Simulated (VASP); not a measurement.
Here is a VASP 6.6.1 calculation.

The input POSCAR:

```
BaTiO3
1.0
    2.8113783784      1.6231500635      2.3078161205
   -2.8113783784      1.6231500635      2.3078161205
    0.0000000000     -3.2463001271      2.3078161205
Ba Ti O
1 1 3
Direct
   -0.0031985012     -0.0031985012     -0.0031985012
    0.4833434637      0.4833434637      0.4833434637
    0.5098165604      0.5098165604      0.0194219166
    0.0194219166      0.5098165604      0.5098165604
    0.5098165604      0.0194219166      0.5098165604
```

INCAR.step1

```
SYSTEM = BaTiO3
PREC     = Accurate       ! precision mode
ENCUT    = 600            ! plane-wave cutoff, eV
ISMEAR   = 0              ! smearing method
SIGMA    = 0.02           ! smearing width, eV
LREAL    = .FALSE.        ! projectors in reciprocal space
LASPH    = .TRUE.         ! aspherical terms in the spheres
NELM     = 80             ! most SCF steps
GGA      = PE             ! functional
ALGO     = Normal         ! electronic algorithm
EDIFF    = 1E-4           ! SCF threshold, eV
LWAVE    = .TRUE.         ! write WAVECAR
LCHARG   = .FALSE.        ! write CHGCAR
```

File INCAR.step2:

```
SYSTEM = BaTiO3
PREC     = Accurate       ! precision mode
ENCUT    = 600            ! plane-wave cutoff, eV
EDIFF    = 1E-6           ! SCF threshold, eV
ISMEAR   = 0              ! smearing method
SIGMA    = 0.02           ! smearing width, eV
LREAL    = .FALSE.        ! projectors in reciprocal space
LASPH    = .TRUE.         ! aspherical terms in the spheres
NELM     = 80             ! most SCF steps
ALGO     = Normal         ! electronic algorithm
ISIF     = 4              ! what is computed and relaxed
LWAVE    = .FALSE.        ! write WAVECAR
LCHARG   = .FALSE.        ! write CHGCAR
METAGGA  = R2SCAN         ! meta-GGA
LMIXTAU  = .TRUE.       
IBRION   = 2              ! ionic algorithm
NSW      = 50             ! ionic steps
EDIFFG   = -0.01          ! ionic threshold
ISTART   = 1
```

KPOINTS

```
Automatic mesh
0
G
  6 6 6
  0 0 0
```

Potentials or basis: VASP PAW PBE potentials, release 64 (Ba_sv, Ti_sv, O).

Command:

```console
$ cat potpaw_PBE.64/Ba_sv/POTCAR potpaw_PBE.64/Ti_sv/POTCAR potpaw_PBE.64/O/POTCAR > POTCAR
$ cp INCAR.step1 INCAR
$ mpirun -np 1 vasp_std > vasp.out
$ cp INCAR.step2 INCAR
$ mpirun -np 1 vasp_std > vasp.out
```

Estimate the band gap on the k mesh.

2.51 eV (least direct gap 2.79 eV).

Final structure:
```
Ba Ti O
1.0
     2.81458    1.62500    2.30257
    -2.81458    1.62500    2.30257
     0.00000   -3.24999    2.30257
Ba Ti O
1 1 3
Direct
  0.99996 0.99996 0.99996
  0.49037 0.49037 0.49037
  0.50784 0.50784 0.01319
  0.01319 0.50784 0.50784
  0.50784 0.01319 0.50784
```

Caveat: spin-orbit coupling is left out, which moves the levels of the heavy elements. A k mesh can miss the band edges.
